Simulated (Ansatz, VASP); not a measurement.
# Hf: VASP beside Ansatz

The input POSCAR:

```
Hf
1.0
    0.0000000000      2.2200000000      2.3088000000
    2.2200000000      0.0000000000      2.3088000000
    2.2200000000      2.2200000000      0.0000000000
Hf
1
Direct
    0.0000000000      0.0000000000      0.0000000000
```

Contents of INCAR.step1:

```
  PREC = Accurate
  ENCUT = 520
  ISMEAR = 0
  SIGMA = 0.15
  LREAL = F
  LASPH = T
  NELM = 80
  NBANDS = 11
  GGA = PE
  ALGO = Normal
  EDIFF = 1E-4
  LWAVE = T
  LCHARG = F
```

File INCAR.step2:

```
  PREC = Accurate
  ENCUT = 520
  EDIFF = 1E-6
  ISMEAR = 0
  SIGMA = 0.15
  LREAL = F
  LASPH = T
  NELM = 80
  ALGO = Normal
  ISIF = 2
  LWAVE = F
  LCHARG = T
  METAGGA = R2SCAN
  LMIXTAU = T
  LELF = T
  LVHAR = T
  NBANDS = 11
  ISTART = 1
```

File KPOINTS:

```
regular mesh
0
Gamma
  18 18 18
```

Input for Ansatz:

```yaml
crystal:
  lattice:
    - [0.0, 2.22, 2.3088]
    - [2.22, 0.0, 2.3088]
    - [2.22, 2.22, 0.0]
  atoms:
    - { symbol: Hf, position: [0.0, 0.0, 0.0] }
basis:
  ecutwfc: 500
kpoints:
  mp_grid: { grid: [18, 18, 18] }
hamiltonian:
  xc: r2scan
scf:
  occupations: { method: gaussian, width: 0.15 }
output:
  forces: true
  stress: true
  eigenvalues: true
```

Change from the starting cell: strain +0.000 along x and y, +0.040 along z, atoms carried along.

Alike in both runs: task single point; functional r2SCAN; k mesh 18 × 18 × 18; occupations gaussian, width 0.15 eV; no spin polarisation.

```csv
,VASP,Ansatz
version,VASP 6.6.1,Ansatz 0.2.0
potentials or method,"VASP PAW PBE potentials, release 64 (Hf_pv), cutoff 520 eV","scalar-relativistic, plane waves, PAW"
valence electrons in the cell,10,26
```

```csv
,VASP,Ansatz,Ansatz less VASP
gap on the k mesh at the Fermi level (eV),none,none,-
pressure (GPa),-1.9,-1.4,+0.52
"traceless stress, the component that is largest in VASP (GPa)",-1.51,-1.50,+0.008
```

VASP's potentials were made for PBE, not for r2SCAN. A gap of «none» marks a metal or a gap that the smearing closes. With one functional, cell and mesh, what is left measures potentials, basis and numerics. VASP's potentials hold 10 valence electrons a cell and Ansatz's 26, so a difference there can come from the potentials and not from the codes.

Neither program's run includes spin-orbit coupling.
